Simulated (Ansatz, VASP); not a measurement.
**Si: VASP beside Ansatz**

File INCAR:

```
SYSTEM = Si
  PREC = Accurate
  ENCUT = 520
  EDIFF = 1E-6
  ISMEAR = 0
  SIGMA = 0.1
  LREAL = .FALSE.
  LASPH = .TRUE.
  NELM = 100
  ALGO = Normal
  ISIF = 2
  LWAVE = .FALSE.
  LCHARG = .FALSE.
  LDIPOL = .TRUE.
  IDIPOL = 3
  DIPOL = 0.5 0.5 0.413
  GGA = PE
  IVDW = 12
  NBANDS = 16
```

Contents of KPOINTS:

```
regular mesh
0
G
  9 9 1
  0 0 0
```

POSCAR

```
Si
1.0
    3.8472023583      0.0000000000      0.0000000000
   -1.9236011791      3.3317749758      0.0000000000
    0.0000000000      0.0000000000     18.4446971457
Si
4
Direct
    0.3333333333      0.6666666667      0.2695814701
    0.6666666667      0.3333333333      0.2439725610
    0.3333333333      0.6666666667      0.5825358400
    0.6666666667      0.3333333333      0.5569269309
```

Input for Ansatz:

```yaml
crystal:
  lattice:
    - [3.8472023583, 0.0, 0.0]
    - [-1.9236011791, 3.3317749758, 0.0]
    - [0.0, 0.0, 18.4446971457]
  atoms:
    - { symbol: Si, position: [0.3333333333, 0.6666666667, 0.2695814701] }
    - { symbol: Si, position: [0.6666666667, 0.3333333333, 0.243972561] }
    - { symbol: Si, position: [0.3333333333, 0.6666666667, 0.58253584] }
    - { symbol: Si, position: [0.6666666667, 0.3333333333, 0.5569269309] }
basis:
  ecutwfc: 420
kpoints:
  mp_grid: { grid: [9, 9, 1] }
hamiltonian:
  xc: pbe
  dispersion: d3bj
scf:
  occupations: { method: gaussian, width: 0.1 }
output:
  forces: true
  eigenvalues: true
efield:
  axis: 3
  dipole_correction: true
  ramp_width: 0.04
```

Alike in both runs: task single point; functional PBE; dispersion D3(BJ); k mesh 9 × 9 × 1; occupations gaussian, width 0.1 eV; no spin polarisation.

|  | VASP | Ansatz |
| --- | --- | --- |
| version | VASP 6.6.1 | Ansatz 0.2.0 |
| potentials or method | VASP PAW PBE potentials, release 64 (Si), cutoff 520 eV | scalar-relativistic, plane waves, PAW |
| valence electrons in the cell | 16 | 16 |

Ansatz gave:

- gap on the k mesh at the Fermi level (eV): 0.12
- least direct gap on the mesh (eV): 0.12
- rms of the force components (eV/Å): 0.019

**Question.** What did VASP give for the same quantities?

**Answer.** gap on the k mesh at the Fermi level (eV): 0.12; least direct gap on the mesh (eV): 0.12; rms of the force components (eV/Å): 0.018.

Atom by atom the forces differ by 0.004 eV/Å (rms over components).
